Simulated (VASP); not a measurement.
Input of a VASP 6.6.1 run:

INCAR

```
SYSTEM = Mg3Co
PREC = Accurate ; ENCUT = 520
EDIFF = 1E-7 ; ISMEAR = -1
SIGMA = 0.05 ; LREAL = .FALSE.
LASPH = .TRUE. ; NELM = 150
ALGO = Normal ; ISIF = 2
LWAVE = .FALSE. ; LCHARG = .FALSE.
ISPIN = 2 ; MAGMOM = 2 0 0 0
LORBIT = 11 ; LMAXMIX = 4
GGA = PE ; NBANDS = 20
```

File KPOINTS:

```
Automatic mesh
0
G
  7 7 7
  0 0 0
```

The input POSCAR:

```
Mg3Co
1.0
    0.0000000000      3.3180016152      3.3180016152
    3.3180016152      0.0000000000      3.3180016152
    3.3180016152      3.3180016152      0.0000000000
Co Mg
1 3
Direct
    0.0000000000      0.0000000000      0.0000000000
    0.7500000000      0.7500000000      0.7500000000
    0.5000000000      0.5000000000      0.5000000000
    0.2500000000      0.2500000000      0.2500000000
```

Potentials or basis: VASP PAW PBE potentials, release 64 (Co, Mg).

Run with:

```sh
$ cat potpaw_PBE.64/Co/POTCAR potpaw_PBE.64/Mg/POTCAR > POTCAR
$ mpirun -np 1 vasp_std > vasp.out
```

Task: Predict the net moment.

Result: 0.61 μB per cell.

Task: What does it give for the site moments?

Result: Co +0.70; Mg -0.01 μB.

Task: What does it give for the pressure?

Result: -2.8 GPa.
